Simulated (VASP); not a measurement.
Write the native input for VASP 6.6.1 that does the following.

```yaml
Task: single point
Functional: HSE06
Potentials_or_basis: VASP PAW PBE potentials, release 64 (B, N)
Cutoff: 520 eV
k_mesh: 6 × 6 × 4
Occupations: gaussian, width 0.01 eV
Spin: no spin polarisation
Dipole_correction: no
Grid_for_exact_exchange_PRECFOCK: Normal
Further_INCAR_settings: ALGO = Normal; EDIFF = 1e-06; NBANDS = 16
Screening_parameter: 0.2079 1/Å
```

BN:

```
CELL_PARAMETERS angstrom
2.49134 0.00000 0.00000
-1.24567 2.15756 0.00000
0.00000 0.00000 4.00106
ATOMIC_POSITIONS crystal
B 0.00000 0.00000 0.00000
B 0.00000 0.00000 0.50000
N 0.33333 0.66667 0.25000
N 0.66667 0.33333 0.75000
```

The input as run:

POSCAR

```
BN
1.0
    2.4913353502      0.0000000000      0.0000000000
   -1.2456676751      2.1575597026      0.0000000000
    0.0000000000      0.0000000000      4.0010591828
B N
2 2
Direct
    0.0000000000      0.0000000000      0.0000000000
    0.0000000000      0.0000000000      0.5000000000
    0.3333333333      0.6666666667      0.2500000000
    0.6666666667      0.3333333333      0.7500000000
```

INCAR.step1

```
ALGO = Normal ; EDIFF = 1E-5
ENCUT = 520 ; GGA = PE
GGA_COMPAT = F ; ISIF = 2
ISMEAR = 0 ; LASPH = T
LCHARG = F ; LREAL = F
LWAVE = T ; NBANDS = 16
NELM = 120 ; PREC = Accurate
SIGMA = 0.01
```

INCAR.step2

```
ALGO = Normal ; EDIFF = 1E-6
ENCUT = 520 ; GGA = PE
GGA_COMPAT = F ; HFSCREEN = 0.2079
ISIF = 2 ; ISMEAR = 0
ISTART = 1 ; LASPH = T
LCHARG = F ; LHFCALC = T
LREAL = F ; LWAVE = F
NBANDS = 16 ; NELM = 120
PREC = Accurate ; PRECFOCK = Normal
SIGMA = 0.01
```

KPOINTS

```
k-points
0
Gamma
  6 6 4
```

Potentials or basis: VASP PAW PBE potentials, release 64 (B, N).

Command:

```bash
$ cat potpaw_PBE.64/B/POTCAR potpaw_PBE.64/N/POTCAR > POTCAR
$ cp INCAR.step1 INCAR
$ mpirun -np 1 vasp_std > vasp.out
$ cp INCAR.step2 INCAR
$ mpirun -np 1 vasp_std > vasp.out
```

It gave:

```
Pressure               : -7.7 GPa
Band gap on the k mesh : 2.60 eV, indirect (least direct gap 6.86 eV)
```

Caveat: the k points lie up to 0.49 Å⁻¹ apart; the PAW data sets were made with another functional, which shifts forces and pressure a little.

Wall time 5.7 min on 1 thread of Intel(R) Xeon(R) 6975P-C (Granite Rapids), on a shared host, peak memory 0.24 GiB.
